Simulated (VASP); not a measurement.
# MoSe: relaxation of cell and atoms with PBE0

MoSe:

```
Mo Se
1.0
     3.50023    0.00000    0.00000
     0.00000    3.50023    0.00000
     0.00000    0.00000    3.50023
Mo Se
1 1
Direct
  0.00000 0.00000 0.00000
  0.50000 0.50000 0.50000
```

```yaml
Program: VASP 6.6.1
Task: relaxation of cell and atoms
Functional: PBE0
Potentials_or_basis: VASP PAW PBE potentials, release 64 (Mo_sv, Se)
Cutoff: 600 eV
k_mesh: 4 × 4 × 4
Occupations: fermi-dirac, width 0.05 eV
Spin: no spin polarisation
Dipole_correction: no
Grid_for_exact_exchange_PRECFOCK: Normal
Further_INCAR_settings: ALGO = Normal; EDIFF = 1e-06; IBRION = 2; EDIFFG = -0.01; NSW = 60; ISIF = 3
```

```yaml
Relaxed_volume: 14.91 Å³/atom
Relaxed_cell: a = 3.101 Å, b = 3.101 Å, c = 3.101 Å, α = 90.00°, β = 90.00°, γ = 90.00°
Space_group_after_relaxing_to_0.05_Å: Pm-3m (No. 221)
Energy_gained_by_relaxing: 962.4 meV/atom
Ionic_steps: 5
Pressure_after_relaxing: 0.1 GPa
Band_gap_on_the_k_mesh: zero (band 10 reaches 15.08 eV, above the bottom of band 11 at 10.97 eV)
```

Step by step:
```csv
step,energy change (eV),largest force (eV/Å),pressure (GPa),volume (Å³)
1,0.0000,0.0000,-32.57,42.88
2,1.2558,0.0000,163.45,21.12
3,-1.9125,0.0000,-5.10,30.57
4,-1.9229,0.0000,-2.11,30.12
5,-1.9249,0.0000,0.07,29.81
```

Final structure:
```
Mo Se
1.0
     3.10068    0.00000    0.00000
     0.00000    3.10068    0.00000
     0.00000    0.00000    3.10068
Mo Se
1 1
Direct
  0.00000 0.00000 0.00000
  0.50000 0.50000 0.50000
```

Levels at points of the mesh, in eV from the Fermi level:
| k point | band 8 | band 9 | band 10 | band 11 | band 12 | band 13 |
| --- | --- | --- | --- | --- | --- | --- |
| (0.00, 0.00, 0.00) | -2.35 | -2.35 | -2.35 | 1.60 | 1.60 | 1.60 |
| (0.50, 0.00, 0.00) | -4.66 | -3.57 | 1.91 | 3.15 | 5.98 | 5.98 |
| (0.50, 0.50, 0.00) | -4.13 | -1.27 | -1.27 | -0.53 | 1.50 | 3.53 |
| (0.50, 0.50, 0.50) | -9.13 | 3.58 | 3.58 | 3.84 | 3.84 | 3.84 |

It took 37 min on 1 thread of Intel(R) Xeon(R) Platinum 8559C (Emerald Rapids) (shared host), peak memory 0.2 GiB.

Caveat: the k points lie up to 0.51 Å⁻¹ apart in the final cell; the volume moved by over 15 % at a fixed basis, so the end points are rough; the PAW data sets were made with another functional, which shifts forces and pressure a little.
